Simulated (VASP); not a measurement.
# CoO (F-43m) in VASP: further runs, part 2 of 2

VASP 6.6.1. Earlier steps stand in the parts before.

### Step 4. Relaxation of cell and atoms, r2SCAN

This run uses another cell than the first one, of 11.72 Å³/atom.

File POSCAR:

```
CoO
1.0
    0.0000000000      2.2712396106      2.2712396106
    2.2712396106      0.0000000000      2.2712396106
    2.2712396106      2.2712396106      0.0000000000
Co O
1 1
Direct
    0.0000000000      0.0000000000      0.0000000000
    0.2500000000      0.2500000000      0.2500000000
```

File INCAR.step1:

```
PREC = Accurate
ENCUT = 600
ISMEAR = 0
SIGMA = 0.02
LREAL = False
LASPH = True
NELM = 100
GGA = PE
ALGO = Normal
EDIFF = 1E-4
LWAVE = True
LCHARG = False
```

File INCAR.step2:

```
PREC = Accurate
ENCUT = 600
EDIFF = 1E-6
ISMEAR = 0
SIGMA = 0.02
LREAL = False
LASPH = True
NELM = 100
ALGO = Normal
ISIF = 3
LWAVE = False
LCHARG = False
METAGGA = R2SCAN
LMIXTAU = True
IBRION = 2
NSW = 80
EDIFFG = -0.01
ISTART = 1
```

File KPOINTS:

```
Automatic mesh
0
Gamma
  14 14 14
```

Potentials or basis: VASP PAW PBE potentials, release 64 (Co, O).

Started as:

```bash
$ cat potpaw_PBE.64/Co/POTCAR potpaw_PBE.64/O/POTCAR > POTCAR
$ cp INCAR.step1 INCAR
$ mpirun -np 1 vasp_std > vasp.out
$ cp INCAR.step2 INCAR
$ mpirun -np 1 vasp_std > vasp.out
```

OUTCAR:

```text
PREC = Accurate
   ENCUT = 600
   EDIFF = 1E-6
   ISMEAR = 0
   LREAL = False
   LASPH = True
   NELM = 100
   ISIF = 3
   METAGGA = R2SCAN
   IBRION = 2
   NSW = 80
   EDIFFG = -0.01
   ISTART = 1

 ion  position               nearest neighbor table
   1  0.000  0.000  0.000-   2 1.97   2 1.97   2 1.97   2 1.97
   2  0.250  0.250  0.250-   1 1.97   1 1.97   1 1.97   1 1.97

  LATTYP: Found a face centered cubic cell.
 ALAT       =     4.5424792212

  Lattice vectors:

 A1 = (   0.0000000000,   2.2712396106,   2.2712396106)
 A2 = (   2.2712396106,   0.0000000000,   2.2712396106)
 A3 = (   2.2712396106,   2.2712396106,   0.0000000000)

Analysis of symmetry for initial positions (statically):
=====================================================================
 Subroutine PRICEL returns:
 Original cell was already a primitive cell.

 Routine SETGRP: Setting up the symmetry group for a
 face centered cubic supercell.

 Subroutine GETGRP returns: Found 24 space group operations
 (whereof 24 operations were pure point group operations)
 out of a pool of 48 trial point group operations.

The static configuration has the point symmetry T_d .

Analysis of symmetry for dynamics (positions and initial velocities):
=====================================================================
 Subroutine PRICEL returns:
 Original cell was already a primitive cell.

 Routine SETGRP: Setting up the symmetry group for a
 face centered cubic supercell.

 Subroutine GETGRP returns: Found 24 space group operations
 (whereof 24 operations were pure point group operations)
 out of a pool of 48 trial point group operations.

The dynamic configuration has the point symmetry T_d .

 Subroutine INISYM returns: Found 24 space group operations
 (whereof 24 operations are pure point group operations),
 and found     1 'primitive' translations

[... 127 lines left out ...]
 Gauss-broadening in eV      SIGMA  =   0.02
  energy-cutoff  :      600.00
  volume of cell :       23.43
 maximum number of plane-waves:       801
 NGX is ok and might be reduce to    28
   NGX = 13   NGY = 13   NGZ = 13

--------------------------------------- Ionic step        1  -------------------------------------------

 number of electron      15.0000001 magnetization

 Free energy of the ion-electron system (eV)
  ---------------------------------------------------
  ext. energy  EPLUGINS =         0.00000000
  ---------------------------------------------------
  free energy    TOTEN  =       -20.00406946 eV

  energy without entropy =      -20.00323106  energy(sigma->0) =      -20.00365026

------------------------ aborting loop because EDIFF is reached ----------------------------------------

  FORCE on cell =-STRESS in cart. coord.  units (eV):
  Direction    XX          YY          ZZ          XY          YZ          ZX
  --------------------------------------------------------------------------------------
  -------------------------------------------------------------------------------------
  Total       -3.2915598     -3.2915598     -3.2915598      0.0000000     -0.0000000     -0.0000000
  in kB     -225.0574939   -225.0574939   -225.0574939      0.0000000     -0.0000000     -0.0000000
  external PRESSURE =    -225.0574939 kB  Pullay stress =       0.0000000 kB
[... 167 lines left out ...]
--------------------------------------- Ionic step        6  -------------------------------------------

 number of electron      15.0000003 magnetization

 Free energy of the ion-electron system (eV)
  ---------------------------------------------------
  ext. energy  EPLUGINS =         0.00000000
  ---------------------------------------------------
  free energy    TOTEN  =       -20.26863892 eV

  energy without entropy =      -20.26805763  energy(sigma->0) =      -20.26834827

 E-fermi :   7.7064     XC(G=0): -12.6942

 val. band max:        7.6870121358   @ k =   0.5000   0.2857   0.0000
 cond. band min:       7.7073095497   @ k =  -0.4286   0.3571   0.0714
 fundamental gap:      0.0202974139
 Fermi energy:         7.7063739742

 k-point     1 :       0.0000    0.0000    0.0000
  band No.  band energies     occupation
      1     -14.9557      2.00000
      2       0.5399      2.00000
      3       0.5399      2.00000
      4       0.5399      2.00000
      5       5.8883      2.00000
      6       5.8883      2.00000
      7       8.2770      0.00000
      8       9.2165      0.00000
      9       9.2165      0.00000
     10       9.2165      0.00000
     11      23.5427      0.00000
[... 309 lines left out ...]
 k-point    24 :       0.2857    0.1429    0.0000
  band No.  band energies     occupation
      1     -14.5173      2.00000
      2      -0.3579      2.00000
      3       0.7349      2.00000
      4       0.7837      2.00000
      5       5.5941      2.00000
      6       6.0465      2.00000
      7       7.8455      0.00000
      8       8.4752      0.00000
      9       8.6576      0.00000
     10      11.2744      0.00000
     11      19.8508      0.00000

 [... further k-points ...]
[... 5 lines left out ...]
  --------------------------------------------------------------------------------------
  -------------------------------------------------------------------------------------
  Total       -0.0010082     -0.0010082     -0.0010082      0.0000000      0.0000000      0.0000000
  in kB       -0.0800648     -0.0800648     -0.0800648      0.0000000      0.0000000      0.0000000
  external PRESSURE =      -0.0800648 kB  Pullay stress =       0.0000000 kB
[... 17 lines left out ...]
  FREE ENERGIE OF THE ION-ELECTRON SYSTEM (eV)
  ---------------------------------------------------
  free  energy   TOTEN  =       -20.2686389205 eV

  energy  without entropy=      -20.2680576287  energy(sigma->0) =      -20.26834827

 reached required accuracy - stopping structural energy minimisation
```

OUTCAR.step1:

```text
PREC = Accurate
   ENCUT = 600
   ISMEAR = 0
   LREAL = False
   LASPH = True
[... 558 lines left out ...]
      0.00000      0.00000      0.00000         0.000000     -0.000000      0.000000
      1.13562      1.13562      1.13562        -0.000000      0.000000     -0.000000
 -----------------------------------------------------------------------------------
    total drift:                               -0.000000     -0.000000     -0.000000

  FREE ENERGIE OF THE ION-ELECTRON SYSTEM (eV)
  ---------------------------------------------------
  free  energy   TOTEN  =       -12.9371136289 eV

  energy  without entropy=      -12.9364506825  energy(sigma->0) =      -12.93678216
```

OSZICAR.step1:

```text
N       E                     dE             d eps       ncg     rms          rms(c)
DAV:   1     0.982715775708E+02    0.98272E+02   -0.78412E+03  2304   0.165E+03
DAV:   2    -0.676276208520E+01   -0.10503E+03   -0.96042E+02  2377   0.308E+02
DAV:   3    -0.154088473896E+02   -0.86461E+01   -0.82571E+01  2573   0.102E+02
DAV:   4    -0.155749719219E+02   -0.16612E+00   -0.16539E+00  2626   0.152E+01
DAV:   5    -0.155790779617E+02   -0.41060E-02   -0.41055E-02  2676   0.246E+00    0.143E+01
DAV:   6    -0.169486280527E+02   -0.13696E+01   -0.46805E+01  2577   0.112E+02    0.212E+01
DAV:   7    -0.129578328944E+02    0.39908E+01   -0.25039E+01  2753   0.110E+02    0.462E+00
DAV:   8    -0.129409015848E+02    0.16931E-01   -0.10908E+00  3029   0.129E+01    0.164E+00
DAV:   9    -0.129399899714E+02    0.91161E-03   -0.83817E-02  3529   0.320E+00    0.492E-01
DAV:  10    -0.129373838959E+02    0.26061E-02   -0.50919E-03  3417   0.980E-01    0.249E-01
DAV:  11    -0.129371464696E+02    0.23743E-03   -0.55929E-03  3544   0.944E-01    0.106E-01
DAV:  12    -0.129371136289E+02    0.32841E-04   -0.13707E-04  1568   0.164E-01
   1 F= -.12937114E+02 E0= -.12936782E+02  d E =-.662946E-03
```

Run time: 16 min. Hardware: 1 thread of Intel Xeon 8259CL, shared host; peak memory 0.2 GiB.

Results:

```
Free energy                           : -20.2686 eV
Relaxed volume                        : 10.09 Å³/atom
Relaxed cell                          : a = 3.056 Å, b = 3.056 Å, c = 3.056 Å, α = 60.00°, β = 60.00°, γ = 60.00°
Space group after relaxing (to 0.1 Å) : F-43m (No. 216)
Energy gained by relaxing             : 132.3 meV/atom
Ionic steps                           : 6
Pressure after relaxing               : 0.0 GPa
Band gap on the k mesh                : zero (an odd number of electrons rules out a gap without spin polarisation)
```

Step by step:
```csv
step,energy change (eV),largest force (eV/Å),pressure (GPa),volume (Å³)
1,0.0000,0.0000,-22.51,23.43
2,-0.1216,0.0000,26.57,18.28
3,-0.2645,0.0000,-0.25,20.21
4,-0.2645,0.0000,0.37,20.15
5,-0.2645,0.0000,-0.40,20.21
6,-0.2646,0.0000,-0.01,20.17
```

Final structure:
```cif
data_structure
_symmetry_space_group_name_H-M 'P 1'
_symmetry_Int_Tables_number 1
_cell_length_a 3.0557
_cell_length_b 3.0557
_cell_length_c 3.0557
_cell_angle_alpha 60.000
_cell_angle_beta 60.000
_cell_angle_gamma 60.000
_cell_volume 20.17
loop_
_atom_site_label
_atom_site_type_symbol
_atom_site_fract_x
_atom_site_fract_y
_atom_site_fract_z
_atom_site_occupancy
Co1 Co 0.00000 0.00000 0.00000 1
O1 O 0.25000 0.25000 0.25000 1
```

Caveat: the PAW data sets were made with another functional, which shifts forces and pressure a little; an odd number of electrons without spin polarisation forces a metal; a magnetic or distorted state may lie lower; the run has no spin polarisation, though such a crystal can be magnetic; semilocal functionals often make such compounds metallic where correlation or magnetic order opens a gap, which also shifts bond lengths.

### Step 5. Summary

```csv
task,cell,cutoff (eV),gap on the mesh (eV),pressure (GPa)
single point,"a = 3.054 Å, angles 60.0°, 2 atoms",520,none,0.6
single point,"a = 3.212 Å, angles 60.0°, 2 atoms",520,none,-22.3
relaxation of cell and atoms,"relaxed from a = 3.212 Å, angles 60.0°, 2 atoms",600,none,0.0
```

Alike in all rows: level r2SCAN; potentials or basis VASP PAW PBE potentials, release 64 (Co, O); no spin polarisation; k mesh 14 × 14 × 14; smearing gaussian 0.02 eV.

Caveats: the PAW data sets were made with another functional, which shifts forces and pressure a little; an odd number of electrons without spin polarisation forces a metal; a magnetic or distorted state may lie lower; the run has no spin polarisation, though such a crystal can be magnetic; semilocal functionals often make such compounds metallic where correlation or magnetic order opens a gap, which also shifts bond lengths; the cell stands under tension (at least some runs).

Absolute energies hang on the potentials; compare differences alone.
